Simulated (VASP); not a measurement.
# Pt in VASP: further runs

Pt is run at these levels: PBE; tasks: single point.

Everything below comes from runs of VASP 6.6.1. Logs are shortened: lines on timing, memory, paths and dates and some standing lists are left out, and cuts for length are marked.

**1. The cell of the first run**

The cell holds a slab with vacuum, 6 atoms: a = 2.808 Å, b = 2.808 Å, c = 25.928 Å, α = 90.00°, β = 90.00°, γ = 90.00°.

**2. Single point, PBE**

The input, INCAR:

```
SYSTEM = Pt
  PREC = Accurate
  ENCUT = 520
  EDIFF = 1E-6
  ISMEAR = -1
  SIGMA = 0.08
  LREAL = .FALSE.
  LASPH = .TRUE.
  NELM = 60
  ALGO = Normal
  ISIF = 2
  LWAVE = .FALSE.
  LCHARG = .TRUE.
  LDIPOL = .TRUE.
  IDIPOL = 3
  DIPOL = 0.5 0.5 0.500
  GGA = PE
  LELF = .TRUE.
  LVHAR = .TRUE.
  LVACPOTAV = .TRUE.
  NBANDS = 39
```

The input, KPOINTS:

```
Automatic mesh
0
G
  12 12 1
  0 0 0
```

The input, POSCAR:

```
Pt
1.0
    2.8080030017      0.0000000000      0.0000000000
    0.0000000000      2.8080030017      0.0000000000
    0.0000000000      0.0000000000     25.9278000000
Pt
6
Direct
    0.2500000000      0.2500000000      0.3107378669
    0.7500000000      0.7500000000      0.3854489703
    0.2500000000      0.2500000000      0.4616921291
    0.7500000000      0.7500000000      0.5383078709
    0.2500000000      0.2500000000      0.6145510297
    0.7500000000      0.7500000000      0.6892621332
```

Potentials or basis: VASP PAW PBE potentials, release 64 (Pt).

On the command line:

```bash
> cat potpaw_PBE.64/Pt/POTCAR > POTCAR
> mpirun -np 1 vasp_std > vasp.out
```

OUTCAR:

```text
SYSTEM = Pt
   PREC = Accurate
   ENCUT = 520
   EDIFF = 1E-6
   ISMEAR = -1
   LREAL = .FALSE.
   LASPH = .TRUE.
   NELM = 60
   ISIF = 2
   GGA = PE

 ion  position               nearest neighbor table
   1  0.250  0.250  0.311-   2 2.77   2 2.77   2 2.77   2 2.77
   2  0.750  0.750  0.385-   1 2.77   1 2.77   1 2.77   1 2.77   3 2.80   3 2.80   3 2.80   3 2.80

   3  0.250  0.250  0.462-   2 2.80   2 2.80   2 2.80   2 2.80   4 2.81   4 2.81   4 2.81   4 2.81

   4  0.750  0.750  0.538-   5 2.80   5 2.80   5 2.80   5 2.80   3 2.81   3 2.81   3 2.81   3 2.81

   5  0.250  0.250  0.615-   6 2.77   6 2.77   6 2.77   6 2.77   4 2.80   4 2.80   4 2.80   4 2.80

   6  0.750  0.750  0.689-   5 2.77   5 2.77   5 2.77   5 2.77

  LATTYP: Found a simple tetragonal cell.
 ALAT       =     2.8080030017
 C/A-ratio  =     9.2335371381

  Lattice vectors:

 A1 = (   2.8080030017,   0.0000000000,   0.0000000000)
 A2 = (   0.0000000000,   2.8080030017,   0.0000000000)
 A3 = (   0.0000000000,   0.0000000000,  25.9278000000)

Analysis of symmetry for initial positions (statically):
=====================================================================
 Subroutine PRICEL returns:
 Original cell was already a primitive cell.

 Routine SETGRP: Setting up the symmetry group for a
 simple tetragonal supercell.

 Subroutine GETGRP returns: Found 16 space group operations
 (whereof  4 operations were pure point group operations)
 out of a pool of 16 trial point group operations.

The static configuration has the point symmetry C_2h.
 The point group associated with its full space group is D_4h.

Analysis of symmetry for dynamics (positions and initial velocities):
=====================================================================
 Subroutine PRICEL returns:
 Original cell was already a primitive cell.

 Routine SETGRP: Setting up the symmetry group for a
 simple tetragonal supercell.

 Subroutine GETGRP returns: Found 16 space group operations
 (whereof  4 operations were pure point group operations)
 out of a pool of 16 trial point group operations.

The dynamic configuration has the point symmetry C_2h.
 The point group associated with its full space group is D_4h.

 Subroutine INISYM returns: Found 16 space group operations
 (whereof  4 operations are pure point group operations),
 and found     1 'primitive' translations

----------------------------------------------------------------------------------------

                                     Primitive cell

  volume of cell :     204.4376

  direct lattice vectors                    reciprocal lattice vectors
     2.808003002  0.000000000  0.000000000     0.356124975  0.000000000  0.000000000
     0.000000000  2.808003002  0.000000000     0.000000000  0.356124975  0.000000000
     0.000000000  0.000000000 25.927800000     0.000000000  0.000000000  0.038568641

  length of vectors
     2.808003002  2.808003002 25.927800000     0.356124975  0.356124975  0.038568641

  position of ions in fractional coordinates (direct lattice)
     0.250000000  0.250000000  0.310737867
     0.750000000  0.750000000  0.385448970
     0.250000000  0.250000000  0.461692129
     0.750000000  0.750000000  0.538307871
     0.250000000  0.250000000  0.614551030
     0.750000000  0.750000000  0.689262133

  ion indices of the primitive-cell ions
   primitive index   ion index
                 1           1
                 2           2
                 3           3
                 4           4
                 5           5
                 6           6

----------------------------------------------------------------------------------------

 KPOINTS: Automatic mesh

Automatic generation of k-mesh.
 Grid dimensions read from file:
 generate k-points for:   12   12    1

 Generating k-lattice:

  Cartesian coordinates                     Fractional coordinates (reciprocal lattice)
     0.029677081  0.000000000  0.000000000     0.083333333  0.000000000  0.000000000
     0.000000000  0.029677081  0.000000000     0.000000000  0.083333333  0.000000000
     0.000000000  0.000000000  0.038568641     0.000000000  0.000000000  1.000000000

  Length of vectors
     0.029677081  0.029677081  0.038568641

  Shift w.r.t. Gamma in fractional coordinates (k-lattice)
     0.000000000  0.000000000  0.000000000

 Subroutine IBZKPT returns following result:
 ===========================================

 Found     28 irreducible k-points:

 Following reciprocal coordinates:
            Coordinates               Weight
  0.000000  0.000000  0.000000      1.000000
  0.083333  0.000000  0.000000      4.000000
  0.166667  0.000000  0.000000      4.000000
  0.250000  0.000000  0.000000      4.000000
  0.333333  0.000000  0.000000      4.000000
  0.416667  0.000000  0.000000      4.000000
[... 16 lines left out ...]
  0.333333  0.333333  0.000000      4.000000
  0.416667  0.333333  0.000000      8.000000
 [... further k-points ...]
   k-points           NKPTS =     28   k-points in BZ     NKDIM =     28   number of bands    NBANDS=     39
   number of dos      NEDOS =    301   number of ions     NIONS =      6
   total plane-waves  NPLWV = 112896
   dimension x,y,z NGX =    24 NGY =   24 NGZ =  196
   dimension x,y,z NGXF=    48 NGYF=   48 NGZF=  392
   ions per type =               6
   NGX,Y,Z   is equivalent  to a cutoff of  14.21, 14.21, 12.57 a.u.
   NGXF,Y,Z  is equivalent  to a cutoff of  28.42, 28.42, 25.13 a.u.
 SYSTEM =  Pt
   PREC   = accura    normal or accurate (medium, high low for compatibility)
   ISTART =      0    job   : 0-new  1-cont  2-samecut
   ICHARG =      2    charge: 1-file 2-atom 10-const
   ISPIN  =      1    spin polarized calculation?
   LNONCOLLINEAR =      F non collinear calculations
   LSORBIT =      F    spin-orbit coupling
   LASPH  =      T    aspherical Exc in radial PAW
   ENCUT  =  520.0 eV  38.22 Ry    6.18 a.u.   5.22  5.22 48.21*2*pi/ulx,y,z
   NELM   =     60;   NELMIN=  2; NELMDL= -5     # of ELM steps
   EDIFF  = 0.1E-05   stopping-criterion for ELM
   LREAL  =      F    real-space projection
   EDIFFG = 0.1E-04   stopping-criterion for IOM
   NSW    =      0    number of steps for IOM
   IBRION =     -1    ionic relax: 0-MD 1-quasi-New 2-CG
   NFREE  =      0    steps in history (QN), initial steepest desc. (CG)
   ISIF   =      2    stress and relaxation
   ISYM   =      2    0-nonsym 1-usesym 2-fastsym
   POTIM  = 0.5000    time-step for ionic-motion
   TEBEG  =    0.0;   TEEND  =   0.0 temperature during run
   PSTRESS=    0.0 pullay stress
   NELECT =      60.0000    total number of electrons
   NUPDOWN=      -1.0000    fix difference up-down
   EMIN   =  10.00;   EMAX   =-10.00  energy-range for DOS
   EFERMI =   0.00;   METHOD = LEGACY
   ISMEAR =    -1;   SIGMA  =   0.08  broadening in eV -4-tet -1-fermi 0-gaus
   EFERMI_NEDOS =   21; number of points for ismear=-14 and -15
   IALGO  =     38    algorithm
   IMIX   =      4    mixing-type and parameters
     AMIX     =   0.40;   BMIX     =  1.00
     AMIX_MAG =   1.60;   BMIX_MAG =  1.00
  volume/ion in A,a.u.               =      34.07       229.94
  Fermi-wavevector in a.u.,A,eV,Ry     =   1.087940  2.055909 16.104041  1.183614
  Thomas-Fermi vector in A             =   2.224111
   LORBIT       =      0    0 simple, 1 ext, 2 COOP (PROOUT), +10 PAW based schemes
   GGA     = PE    functional components
   LHFCALC =     F    Hartree Fock is set to
   AEXX    =    0.0000 exact exchange contribution
   IVDW    =     0    specifies the selected vdW correction
   LEPSILON=     F    determine dielectric tensor
   LRPA    =     F    only Hartree local field effects (RPA)
 non-spin polarized calculation
  energy-cutoff  :      520.00
  volume of cell :      204.44
 maximum number of plane-waves:      5568
 NGX is ok and might be reduce to    24
   NGX = 11   NGY = 11   NGZ = 97

 number of electron      60.0000004 magnetization

 dipolmoment           0.000000      0.000000      0.000000 electrons x Angstroem

 Free energy of the ion-electron system (eV)
  ---------------------------------------------------
  ext. energy  EPLUGINS =         0.00000000
  ---------------------------------------------------
  free energy    TOTEN  =       -34.91370676 eV

  energy without entropy =      -34.68636027  energy(sigma->0) =      -34.80003352

 E-fermi :   1.7696     XC(G=0):  -6.7991

 val. band max:        1.7689176826   @ k =   0.5000   0.2500   0.0000
 cond. band min:       1.7736144946   @ k =   0.2500   0.0000   0.0000
 fundamental gap:      0.0046968120
 Fermi energy:         1.7695748810

 k-point     1 :       0.0000    0.0000    0.0000
  band No.  band energies     occupation
      1      -7.7649      2.00000
      2      -6.8536      2.00000
      3      -5.5699      2.00000
      4      -4.8697      2.00000
      5      -4.3876      2.00000
      6      -4.3243      2.00000
[... 31 lines left out ...]
     38       7.2493      0.00000
     39       7.4614      0.00000

 k-point     2 :       0.0833    0.0000    0.0000
  band No.  band energies     occupation
      1      -7.5907      2.00000
      2      -6.6959      2.00000
      3      -5.4347      2.00000
      4      -4.7420      2.00000
      5      -4.2759      2.00000
      6      -4.1979      2.00000
[... 31 lines left out ...]
     38       7.3929      0.00000
     39       7.5918      0.00000

 k-point     3 :       0.1667    0.0000    0.0000
  band No.  band energies     occupation
      1      -7.0934      2.00000
      2      -6.2685      2.00000
      3      -5.1260      2.00000
      4      -4.4704      2.00000
      5      -3.9822      2.00000
      6      -3.9755      2.00000
[... 31 lines left out ...]
     38       7.8297      0.00000
     39       7.9610      0.00000

 k-point     4 :       0.2500    0.0000    0.0000
  band No.  band energies     occupation
      1      -6.3532      2.00000
      2      -5.7188      2.00000
      3      -4.8913      2.00000
      4      -4.2641      2.00000
      5      -3.8526      2.00000
      6      -3.7897      2.00000
[... 31 lines left out ...]
     38       7.9409      0.00000
     39       8.5533      0.00000
[... 754 lines left out ...]
     38       7.0111      0.00000
     39       8.4549      0.00000

 k-point    23 :       0.3333    0.3333    0.0000
  band No.  band energies     occupation
      1      -4.4609      2.00000
      2      -3.9349      2.00000
      3      -3.7909      2.00000
      4      -3.7530      2.00000
      5      -3.7495      2.00000
      6      -3.4093      2.00000
[... 31 lines left out ...]
     38       9.4483      0.00000
     39      10.1991      0.00000

 k-point    24 :       0.4167    0.3333    0.0000
  band No.  band energies     occupation
      1      -4.4324      2.00000
      2      -4.2099      2.00000
      3      -4.0297      2.00000
      4      -4.0019      2.00000
      5      -3.7135      2.00000
      6      -3.5624      2.00000
[... 31 lines left out ...]
     38       8.8162      0.00000
     39       8.9394      0.00000

 [... further k-points ...]
[... 5 lines left out ...]
  --------------------------------------------------------------------------------------
  -------------------------------------------------------------------------------------
  Total       -3.4173384     -3.4173384     -0.2572149      0.0000000      0.0000000      0.0000000
  in kB      -26.7816771    -26.7816771     -2.0157928      0.0000000      0.0000000      0.0000000
  external PRESSURE =     -18.5263824 kB  Pullay stress =       0.0000000 kB

 VOLUME and BASIS-vectors are now :
 -----------------------------------------------------------------------------
  energy-cutoff  :      520.00
  volume of cell :      204.44
      direct lattice vectors                 reciprocal lattice vectors
     2.808003002  0.000000000  0.000000000     0.356124975  0.000000000  0.000000000
     0.000000000  2.808003002  0.000000000     0.000000000  0.356124975  0.000000000
     0.000000000  0.000000000 25.927800000     0.000000000  0.000000000  0.038568641

 POSITION                                       TOTAL-FORCE (eV/Angst)
 -----------------------------------------------------------------------------------
      0.70200      0.70200      8.05675         0.000000     -0.000000      0.017740
      2.10600      2.10600      9.99384         0.000000      0.000000      0.001234
      0.70200      0.70200     11.97066         0.000000      0.000000     -0.000337
      2.10600      2.10600     13.95714        -0.000000      0.000000      0.000337
      0.70200      0.70200     15.93396         0.000000      0.000000     -0.001234
      2.10600      2.10600     17.87105        -0.000000      0.000000     -0.017740
 -----------------------------------------------------------------------------------
    total drift:                                0.000000     -0.000000      0.000003

  FREE ENERGIE OF THE ION-ELECTRON SYSTEM (eV)
  ---------------------------------------------------
  free  energy   TOTEN  =       -34.9137067633 eV

  energy  without entropy=      -34.6863602718  energy(sigma->0) =      -34.80003352

 vacuum level on the upper side and lower side of the slab         7.424         7.424
```

Wall time 2.9 min (1 thread of Intel Xeon 6975P-C (Granite Rapids), shared host); peak memory 0.41 GiB.

What came out:

```
Free energy            : -34.9137 eV
Largest force          : 0.018 eV/Å
Band gap on the k mesh : zero (bands 30 and 31 overlap by 1.41 eV)
```

Forces in eV/Å, atoms in the order of the input:
```
Pt   0.000  0.000  0.018
Pt   0.000  0.000  0.001
Pt   0.000  0.000  0.000
Pt   0.000  0.000  0.000
Pt   0.000  0.000 -0.001
Pt   0.000  0.000 -0.018
```

Levels at points of the mesh, in eV from the Fermi level:
| k point | band 28 | band 29 | band 30 | band 31 | band 32 | band 33 |
| --- | --- | --- | --- | --- | --- | --- |
| (0.00, 0.00, 0.00) | -0.82 | -0.38 | -0.17 | -0.17 | 0.02 | 0.09 |
| (0.50, 0.00, 0.00) | -0.37 | 0.01 | 0.01 | 0.75 | 0.75 | 1.61 |
| (0.50, 0.50, 0.00) | 0.42 | 0.95 | 0.95 | 2.75 | 2.75 | 4.63 |

Caveat: spin-orbit coupling is left out, which moves the levels of the heavy elements.

**3. Single point, PBE**

The input, INCAR:

```
SYSTEM = Pt
PREC     = Accurate       ! precision mode
ENCUT    = 520            ! plane-wave cutoff, eV
EDIFF    = 1E-6           ! SCF threshold, eV
ISMEAR   = -1             ! smearing method
SIGMA    = 0.08           ! smearing width, eV
LREAL    = .False.        ! projectors in reciprocal space
LASPH    = .True.         ! aspherical terms in the spheres
NELM     = 100            ! most SCF steps
ALGO     = Normal         ! electronic algorithm
ISIF     = 2              ! what is computed and relaxed
LWAVE    = .False.        ! write WAVECAR
LCHARG   = .True.         ! write CHGCAR
GGA      = PE             ! functional
LELF     = .True.         ! ELF
LVHAR    = .True.       
NBANDS   = 39             ! bands
```

The input, KPOINTS:

```
Automatic mesh
0
Gamma
  12 12 1
  0 0 0
```

POSCAR is that of step 2.

Potentials or basis: VASP PAW PBE potentials, release 64 (Pt).

On the command line:

```bash
> cat potpaw_PBE.64/Pt/POTCAR > POTCAR
> mpirun -np 1 vasp_std > vasp.out
```

Wall time 2.9 min (1 thread of Intel Xeon 6975P-C (Granite Rapids), shared host); peak memory 0.4 GiB.

It converged, with:

```
Free energy            : -34.9137 eV
Largest force          : 0.018 eV/Å
Band gap on the k mesh : zero (bands 30 and 31 overlap by 1.41 eV)
```

Forces in eV/Å, atoms in the order of the input:
```
Pt   0.000  0.000  0.018
Pt   0.000  0.000  0.001
Pt   0.000  0.000  0.000
Pt   0.000  0.000  0.000
Pt   0.000  0.000 -0.001
Pt   0.000  0.000 -0.018
```

Levels at points of the mesh, in eV from the Fermi level:
```csv
k point,band 28,band 29,band 30,band 31,band 32,band 33
"(0.00, 0.00, 0.00)",-0.82,-0.38,-0.17,-0.17,0.02,0.09
"(0.50, 0.00, 0.00)",-0.37,0.01,0.01,0.75,0.75,1.61
"(0.50, 0.50, 0.00)",0.42,0.95,0.95,2.75,2.75,4.63
```

Caveat: there is no dipole correction, which matters where the two faces differ; spin-orbit coupling is left out, which moves the levels of the heavy elements.
